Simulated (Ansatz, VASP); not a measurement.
## YBe4P in VASP and in Ansatz

```
Y Be P
1.0
     0.00000    3.39322    3.39322
     3.39322    0.00000    3.39322
     3.39322    3.39322    0.00000
Y Be P
1 4 1
Direct
  0.25000 0.25000 0.25000
  0.62609 0.12173 0.62609
  0.62609 0.62609 0.12173
  0.62609 0.62609 0.62609
  0.12173 0.62609 0.62609
  0.00000 0.00000 0.00000
```

Alike in both runs: functional PBE; k mesh 4 × 4 × 4; occupations gaussian, width 0.1 eV; no spin polarisation.

Ansatz relaxed the structure, and its values are those at the end. VASP's run is a single point on that final structure, the one shown.

|  | VASP | Ansatz |
| --- | --- | --- |
| version | VASP 6.6.1 | Ansatz 0.2.0 |
| potentials or method | VASP PAW PBE potentials, release 64 (Y_sv, Be, P), cutoff 600 eV | scalar-relativistic, plane waves, PAW |
| valence electrons in the cell | 24 | 24 |

VASP gave:

* gap on the k mesh at the Fermi level (eV): none
* pressure (GPa): -0.1
* rms of the force components (eV/Å): 0.011

Problem. Estimate Ansatz's values.

Solution. gap on the k mesh at the Fermi level (eV): none; pressure (GPa): -0.1; rms of the force components (eV/Å): 0.010.

A gap of «none» marks a metal or a gap that the smearing closes. With one functional, cell and mesh, what is left measures potentials, basis and numerics.

The k mesh is coarse, so the values compare programs but aren't converged.
